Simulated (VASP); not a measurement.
# RbBr (Pm-3m) in VASP: further runs, part 2 of 2

VASP 6.6.1. Earlier steps stand in the parts before.

## (4) Relaxation of the atoms, PBEsol

This run uses another cell than the first one, of 19.32 Å³/atom, 0.550 times its volume.

INCAR reads:

```
PREC     = Accurate       # precision mode
ENCUT    = 520            # plane-wave cutoff, eV
EDIFF    = 1E-7           # SCF threshold, eV
ISMEAR   = -1             # smearing method
SIGMA    = 0.03           # smearing width, eV
LREAL    = False          # projectors in reciprocal space
LASPH    = True           # aspherical terms in the spheres
NELM     = 100            # most SCF steps
ALGO     = Normal         # electronic algorithm
ISIF     = 2              # what is computed and relaxed
LWAVE    = False          # write WAVECAR
LCHARG   = False          # write CHGCAR
GGA      = PS             # functional
IBRION   = 2              # ionic algorithm
NSW      = 50             # ionic steps
EDIFFG   = -0.01          # ionic threshold
```

KPOINTS reads:

```
Automatic mesh
0
Gamma
  7 7 7
```

POSCAR reads:

```
RbBr
1.0
    3.3805828960      0.0000000000      0.0000000000
    0.0000000000      3.3805828960      0.0000000000
    0.0000000000      0.0000000000      3.3805828960
Rb Br
1 1
Direct
    0.0000000000      0.0000000000      0.0000000000
    0.5000000000      0.5000000000      0.5000000000
```

Run with:

```bash
$ cat potpaw_PBE.64/Rb_sv/POTCAR potpaw_PBE.64/Br/POTCAR > POTCAR
$ mpirun -np 1 vasp_std > vasp.out
```

Run time: 10 s. Hardware: 1 thread of Intel Xeon Platinum 8259CL at 2.50GHz (Skylake/Cascade Lake), shared host; peak memory 0.15 GiB.

Results (log left out):

| Quantity | Value |
| --- | --- |
| Free energy | -4.2349 eV |
| Pressure after relaxing | 39.6 GPa |
| Band gap on the k mesh | 3.56 eV, direct |

Final structure:
```
CELL_PARAMETERS angstrom
3.38058 0.00000 0.00000
0.00000 3.38058 0.00000
0.00000 0.00000 3.38058
ATOMIC_POSITIONS crystal
Rb 0.00000 0.00000 0.00000
Br 0.50000 0.50000 0.50000
```

Levels at points of the mesh, in eV from the valence-band top:
| k point | band 5 | band 6 | band 7 | band 8 | band 9 | band 10 | band 11 | band 12 |
| --- | --- | --- | --- | --- | --- | --- | --- | --- |
| (0.00, 0.00, 0.00) | -9.01 | 0.00 | 0.00 | 0.00 | 3.56 | 3.56 | 7.39 | 11.05 |

Caveat: the relaxation stopped at its first step, so nothing moved; the PAW data sets were made with another functional, which shifts forces and pressure a little.

## (5) Relaxation of the atoms, PBEsol

This run uses another cell than the first one, of 28.10 Å³/atom, 0.800 times its volume.

Edit INCAR of step 4 so:

```diff
@@ -2,3 +2,3 @@
 ENCUT    = 520            # plane-wave cutoff, eV
-EDIFF    = 1E-7           # SCF threshold, eV
+EDIFF    = 1E-6           # SCF threshold, eV
 ISMEAR   = -1             # smearing method
```

KPOINTS is that of step 4.

POSCAR reads:

```
RbBr
1.0
    3.8303108645      0.0000000000      0.0000000000
    0.0000000000      3.8303108645      0.0000000000
    0.0000000000      0.0000000000      3.8303108645
Rb Br
1 1
Direct
    0.0000000000      0.0000000000      0.0000000000
    0.5000000000      0.5000000000      0.5000000000
```

Potentials or basis: VASP PAW PBE potentials, release 64 (Rb_sv, Br).

Run with:

```bash
$ cat potpaw_PBE.64/Rb_sv/POTCAR potpaw_PBE.64/Br/POTCAR > POTCAR
$ mpirun -np 1 vasp_std > vasp.out
```

OUTCAR:

```text
PREC = Accurate
   ENCUT = 520
   EDIFF = 1E-6
   ISMEAR = -1
   LREAL = False
   LASPH = True
   NELM = 100
   ISIF = 2
   GGA = PS
   IBRION = 2
   NSW = 50
   EDIFFG = -0.01

 ion  position               nearest neighbor table
   1  0.000  0.000  0.000-   2 3.32   2 3.32   2 3.32   2 3.32   2 3.32   2 3.32   2 3.32   2 3.32

   2  0.500  0.500  0.500-   1 3.32   1 3.32   1 3.32   1 3.32   1 3.32   1 3.32   1 3.32   1 3.32

  LATTYP: Found a simple cubic cell.
 ALAT       =     3.8303108645

  Lattice vectors:

 A1 = (   3.8303108645,   0.0000000000,   0.0000000000)
 A2 = (   0.0000000000,   3.8303108645,   0.0000000000)
 A3 = (   0.0000000000,   0.0000000000,   3.8303108645)

Analysis of symmetry for initial positions (statically):
=====================================================================
 Subroutine PRICEL returns:
 Original cell was already a primitive cell.

 Routine SETGRP: Setting up the symmetry group for a
 simple cubic supercell.

 Subroutine GETGRP returns: Found 48 space group operations
 (whereof 48 operations were pure point group operations)
 out of a pool of 48 trial point group operations.

The static configuration has the point symmetry O_h .

Analysis of symmetry for dynamics (positions and initial velocities):
=====================================================================
 Subroutine PRICEL returns:
 Original cell was already a primitive cell.

 Routine SETGRP: Setting up the symmetry group for a
 simple cubic supercell.

 Subroutine GETGRP returns: Found 48 space group operations
 (whereof 48 operations were pure point group operations)
 out of a pool of 48 trial point group operations.

The dynamic configuration has the point symmetry O_h .

 Subroutine INISYM returns: Found 48 space group operations
 (whereof 48 operations are pure point group operations),
 and found     1 'primitive' translations

----------------------------------------------------------------------------------------

                                     Primitive cell

  volume of cell :      56.1956

  direct lattice vectors                    reciprocal lattice vectors
     3.830310864  0.000000000  0.000000000     0.261075415  0.000000000  0.000000000
     0.000000000  3.830310864  0.000000000     0.000000000  0.261075415  0.000000000
     0.000000000  0.000000000  3.830310864     0.000000000  0.000000000  0.261075415

  length of vectors
     3.830310864  3.830310864  3.830310864     0.261075415  0.261075415  0.261075415

  position of ions in fractional coordinates (direct lattice)
     0.000000000  0.000000000  0.000000000
     0.500000000  0.500000000  0.500000000

  ion indices of the primitive-cell ions
   primitive index   ion index
                 1           1
                 2           2

----------------------------------------------------------------------------------------

 KPOINTS: Automatic mesh

Automatic generation of k-mesh.
 Grid dimensions read from file:
 generate k-points for:    7    7    7

 Generating k-lattice:

  Cartesian coordinates                     Fractional coordinates (reciprocal lattice)
[... 35 lines left out ...]
  0.428571  0.428571  0.285714     24.000000
  0.428571  0.428571  0.428571      8.000000
   k-points           NKPTS =     20   k-points in BZ     NKDIM =     20   number of bands    NBANDS=     12
   number of dos      NEDOS =    301   number of ions     NIONS =      2
   total plane-waves  NPLWV =  21952
   dimension x,y,z NGX =    28 NGY =   28 NGZ =   28
   dimension x,y,z NGXF=    56 NGYF=   56 NGZF=   56
   ions per type =               1   1
   NGX,Y,Z   is equivalent  to a cutoff of  12.15, 12.15, 12.15 a.u.
   NGXF,Y,Z  is equivalent  to a cutoff of  24.31, 24.31, 24.31 a.u.
 SYSTEM =  unknown system
   PREC   = accura    normal or accurate (medium, high low for compatibility)
   ISTART =      0    job   : 0-new  1-cont  2-samecut
   ICHARG =      2    charge: 1-file 2-atom 10-const
   ISPIN  =      1    spin polarized calculation?
   LNONCOLLINEAR =      F non collinear calculations
   LSORBIT =      F    spin-orbit coupling
   LASPH  =      T    aspherical Exc in radial PAW
   ENCUT  =  520.0 eV  38.22 Ry    6.18 a.u.   7.12  7.12  7.12*2*pi/ulx,y,z
   NELM   =    100;   NELMIN=  2; NELMDL= -5     # of ELM steps
   EDIFF  = 0.1E-05   stopping-criterion for ELM
   LREAL  =      F    real-space projection
   EDIFFG = -.1E-01   stopping-criterion for IOM
   NSW    =     50    number of steps for IOM
   IBRION =      2    ionic relax: 0-MD 1-quasi-New 2-CG
   NFREE  =      1    steps in history (QN), initial steepest desc. (CG)
   ISIF   =      2    stress and relaxation
   ISYM   =      2    0-nonsym 1-usesym 2-fastsym
   POTIM  = 0.5000    time-step for ionic-motion
   TEBEG  =    0.0;   TEEND  =   0.0 temperature during run
   PSTRESS=    0.0 pullay stress
   NELECT =      16.0000    total number of electrons
   NUPDOWN=      -1.0000    fix difference up-down
   EMIN   =  10.00;   EMAX   =-10.00  energy-range for DOS
   EFERMI =   0.00;   METHOD = LEGACY
   ISMEAR =    -1;   SIGMA  =   0.03  broadening in eV -4-tet -1-fermi 0-gaus
   EFERMI_NEDOS =   21; number of points for ismear=-14 and -15
   IALGO  =     38    algorithm
   IMIX   =      4    mixing-type and parameters
     AMIX     =   0.40;   BMIX     =  1.00
     AMIX_MAG =   1.60;   BMIX_MAG =  1.00
  volume/ion in A,a.u.               =      28.10       189.61
  Fermi-wavevector in a.u.,A,eV,Ry     =   1.076996  2.035228 15.781678  1.159921
  Thomas-Fermi vector in A             =   2.212896
   LORBIT       =      0    0 simple, 1 ext, 2 COOP (PROOUT), +10 PAW based schemes
   GGA     = PS    functional components
   LHFCALC =     F    Hartree Fock is set to
   AEXX    =    0.0000 exact exchange contribution
   IVDW    =     0    specifies the selected vdW correction
   LEPSILON=     F    determine dielectric tensor
   LRPA    =     F    only Hartree local field effects (RPA)
 conjugate gradient relaxation of ions
 non-spin polarized calculation
  energy-cutoff  :      520.00
  volume of cell :       56.20
 maximum number of plane-waves:      1524
   NGX = 15   NGY = 15   NGZ = 15

 number of electron      16.0000002 magnetization

 Free energy of the ion-electron system (eV)
  ---------------------------------------------------
  ext. energy  EPLUGINS =         0.00000000
  ---------------------------------------------------
  free energy    TOTEN  =        -6.14704111 eV

  energy without entropy =       -6.14704111  energy(sigma->0) =       -6.14704111

 E-fermi :   1.0564     XC(G=0):  -9.1324

 val. band max:        0.4347085799   @ k =   0.4286   0.4286   0.0000
 cond. band min:       5.2758768099   @ k =   0.0000   0.0000   0.0000
 fundamental gap:      4.8411682300
 Fermi energy:         1.0564056006

 k-point     1 :       0.0000    0.0000    0.0000
  band No.  band energies     occupation
      1     -24.3422      2.00000
      2     -12.6121      2.00000
      3      -8.2835      2.00000
      4      -8.2835      2.00000
      5      -8.2835      2.00000
      6       0.3352      2.00000
      7       0.3352      2.00000
      8       0.3352      2.00000
      9       5.2759      0.00000
     10       5.5245      0.00000
     11       5.5245      0.00000
     12      10.9309      0.00000
[... 271 lines left out ...]
 k-point    20 :       0.4286    0.4286    0.4286
  band No.  band energies     occupation
      1     -24.1982      2.00000
      2     -12.1082      2.00000
      3      -8.7039      2.00000
      4      -8.6862      2.00000
      5      -8.6862      2.00000
      6      -1.4607      2.00000
      7      -1.4607      2.00000
      8      -1.3338      2.00000
      9       8.6481      0.00000
     10       9.1581      0.00000
     11       9.1581      0.00000
     12      10.9053      0.00000

------------------------ aborting loop because EDIFF is reached ----------------------------------------

  FORCE on cell =-STRESS in cart. coord.  units (eV):
  Direction    XX          YY          ZZ          XY          YZ          ZX
  --------------------------------------------------------------------------------------
  -------------------------------------------------------------------------------------
  Total        1.8052470      1.8052470      1.8052470      0.0000000     -0.0000000     -0.0000000
  in kB       51.4689317     51.4689317     51.4689317      0.0000000     -0.0000000     -0.0000000
  external PRESSURE =      51.4689317 kB  Pullay stress =       0.0000000 kB

 VOLUME and BASIS-vectors are now :
 -----------------------------------------------------------------------------
  energy-cutoff  :      520.00
  volume of cell :       56.20
      direct lattice vectors                 reciprocal lattice vectors
     3.830310864  0.000000000  0.000000000     0.261075415  0.000000000  0.000000000
     0.000000000  3.830310864  0.000000000     0.000000000  0.261075415  0.000000000
     0.000000000  0.000000000  3.830310864     0.000000000  0.000000000  0.261075415

 POSITION                                       TOTAL-FORCE (eV/Angst)
 -----------------------------------------------------------------------------------
      0.00000      0.00000      0.00000         0.000000      0.000000      0.000000
      1.91516      1.91516      1.91516         0.000000      0.000000      0.000000
 -----------------------------------------------------------------------------------
    total drift:                               -0.000000      0.000000      0.000000

  FREE ENERGIE OF THE ION-ELECTRON SYSTEM (eV)
  ---------------------------------------------------
  free  energy   TOTEN  =        -6.1470411132 eV

  energy  without entropy=       -6.1470411132  energy(sigma->0) =       -6.14704111

 reached required accuracy - stopping structural energy minimisation
```

It took 10 s on 1 thread of Intel Xeon Platinum 8259CL at 2.50GHz (Skylake/Cascade Lake), shared host; peak memory 0.16 GiB.

Results:

| Item | Value |
| --- | --- |
| Free energy | -6.1470 eV |
| Pressure after relaxing | 5.1 GPa |
| Band gap on the k mesh | 4.84 eV, indirect (least direct gap 4.94 eV) |

Final structure:
```
Rb Br
1.0
     3.83031    0.00000    0.00000
     0.00000    3.83031    0.00000
     0.00000    0.00000    3.83031
Rb Br
1 1
Direct
  0.00000 0.00000 0.00000
  0.50000 0.50000 0.50000
```

Caveat: the relaxation stopped at its first step, so nothing moved; the PAW data sets were made with another functional, which shifts forces and pressure a little. Expect the measured gap to be larger: semilocal functionals such as PBEsol lack the derivative discontinuity.

## (6) The runs side by side

```tsv
task	cell	gap on the mesh (eV)	pressure (GPa)
single point	a = 4.126 Å, 2 atoms	3.93	-0.6
relaxation of the atoms	atoms relaxed from a = 3.381 Å, 2 atoms	3.56	39.6
relaxation of the atoms	atoms relaxed from a = 3.830 Å, 2 atoms	4.84	5.1
```

Alike in all rows: level PBEsol; potentials or basis VASP PAW PBE potentials, release 64 (Rb_sv, Br); no spin polarisation; k mesh 7 × 7 × 7; cutoff (eV) 520; smearing fermi-dirac 0.03 eV.

Caveats: the PAW data sets were made with another functional, which shifts forces and pressure a little; the relaxation stopped at its first step, so nothing moved (some runs).

Total energies depend on the potentials used, so only differences within one code and one set of settings carry meaning.
